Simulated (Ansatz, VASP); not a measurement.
**One calculation of GaP, two programs**

POSCAR

```
GaP
1.0
    0.0000000000      2.4521984886      2.4521984886
    2.4521984886      0.0000000000      2.4521984886
    2.4521984886      2.4521984886      0.0000000000
Ga P
1 1
Direct
    0.0000000000      0.0000000000      0.0000000000
    0.5000000000      0.5000000000      0.5000000000
```

Contents of INCAR.step1:

```
SYSTEM = GaP
PREC = Accurate
ENCUT = 520
ISMEAR = -1
SIGMA = 0.05
LREAL = .False.
LASPH = .True.
NELM = 80
NBANDS = 16
GGA = PE
ALGO = Normal
EDIFF = 1E-4
LWAVE = .True.
LCHARG = .False.
```

File INCAR.step2:

```
SYSTEM = GaP
PREC = Accurate
ENCUT = 520
EDIFF = 1E-6
ISMEAR = -1
SIGMA = 0.05
LREAL = .False.
LASPH = .True.
NELM = 80
ALGO = Normal
ISIF = 2
LWAVE = .False.
LCHARG = .False.
METAGGA = R2SCAN
LMIXTAU = .True.
NBANDS = 16
ISTART = 1
```

Contents of KPOINTS:

```
regular mesh
0
Gamma
  14 14 14
  0 0 0
```

Input for Ansatz:

```yaml
crystal:
  lattice:
    - [0.0, 2.4521984886, 2.4521984886]
    - [2.4521984886, 0.0, 2.4521984886]
    - [2.4521984886, 2.4521984886, 0.0]
  atoms:
    - { symbol: Ga, position: [0.0, 0.0, 0.0] }
    - { symbol: P, position: [0.5, 0.5, 0.5] }
kpoints:
  mp_grid: { grid: [14, 14, 14] }
scf:
  occupations: { method: fermi_dirac, width: 0.05 }
hamiltonian:
  xc: r2scan
  pseudopotentials: { kind: paw }
output:
  forces: true
  stress: true
  eigenvalues: true
  populations: true
```

Change from the starting cell: volume scaled by 0.88, PAW files.

Alike in both runs: task single point; functional r2SCAN; k mesh 14 × 14 × 14; occupations fermi-dirac, width 0.05 eV; no spin polarisation.

```csv
,VASP,Ansatz
version,VASP 6.6.1,Ansatz 0.2.0
potentials or method,"VASP PAW PBE potentials, release 64 (Ga_d, P)","PAW with Ansatz's default frozen-core files, scalar-relativistic"
plane-wave cutoff (eV),520,500
valence electrons in the cell,18,18
```

```csv
,VASP,Ansatz,Ansatz less VASP
pressure (GPa),16.8,16.9,+0.11
```

VASP's potentials were made for PBE, not for r2SCAN. With one functional, cell and mesh, what is left measures potentials, basis and numerics.
